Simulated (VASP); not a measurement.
Wanted: the native input for a VASP 6.6.1 run.

```yaml
Task: single point
Functional: r2SCAN
Potentials_or_basis: VASP PAW PBE potentials, release 64 (Cs_sv, H)
Cutoff: 520 eV
k_mesh: 8 × 8 × 8
Occupations: gaussian, width 0.05 eV
Spin: no spin polarisation
Dipole_correction: no
Further_INCAR_settings: ALGO = Normal; EDIFF = 1e-06; NBANDS = 12
```

Crystal: CsH.

```
Cs H
1.0
     0.00000    3.18800    3.18800
     3.18800    0.00000    3.18800
     3.18800    3.18800    0.00000
Cs H
1 1
Direct
  0.00000 0.00000 0.00000
  0.50000 0.50000 0.50000
```

One way to write it, as run:

POSCAR

```
CsH
1.0
    0.0000000000      3.1880000000      3.1880000000
    3.1880000000      0.0000000000      3.1880000000
    3.1880000000      3.1880000000      0.0000000000
Cs H
1 1
Direct
    0.0000000000      0.0000000000      0.0000000000
    0.5000000000      0.5000000000      0.5000000000
```

INCAR.step1

```
SYSTEM = CsH
PREC = Accurate ; ENCUT = 520
ISMEAR = 0 ; SIGMA = 0.05
LREAL = .False. ; LASPH = .True.
NELM = 60 ; NBANDS = 12
GGA = PE ; ALGO = Normal
EDIFF = 1E-4 ; LWAVE = .True.
LCHARG = .False.
```

INCAR.step2

```
SYSTEM = CsH
PREC = Accurate ; ENCUT = 520
EDIFF = 1E-6 ; ISMEAR = 0
SIGMA = 0.05 ; LREAL = .False.
LASPH = .True. ; NELM = 60
ALGO = Normal ; ISIF = 2
LWAVE = .False. ; LCHARG = .True.
METAGGA = R2SCAN ; LMIXTAU = .True.
LELF = .True. ; LVHAR = .True.
NBANDS = 12 ; ISTART = 1
```

KPOINTS

```
regular mesh
0
Gamma
  8 8 8
  0 0 0
```

Potentials or basis: VASP PAW PBE potentials, release 64 (Cs_sv, H).

Launch:

```sh
$ cat potpaw_PBE.64/Cs_sv/POTCAR potpaw_PBE.64/H/POTCAR > POTCAR
$ cp INCAR.step1 INCAR
$ mpirun -np 1 vasp_std > vasp.out
$ cp INCAR.step2 INCAR
$ mpirun -np 1 vasp_std > vasp.out
```

It gave:

| Property | Result |
| --- | --- |
| Pressure | 0.0 GPa |
| Band gap on the k mesh | 2.66 eV |

Caveat: the PAW data sets were made with another functional, which shifts forces and pressure a little; spin-orbit coupling is left out, which moves the levels of the heavy elements.

It took 3.8 min on 1 thread of AMD EPYC 7R13, with other jobs on the host, peak memory 0.19 GiB.
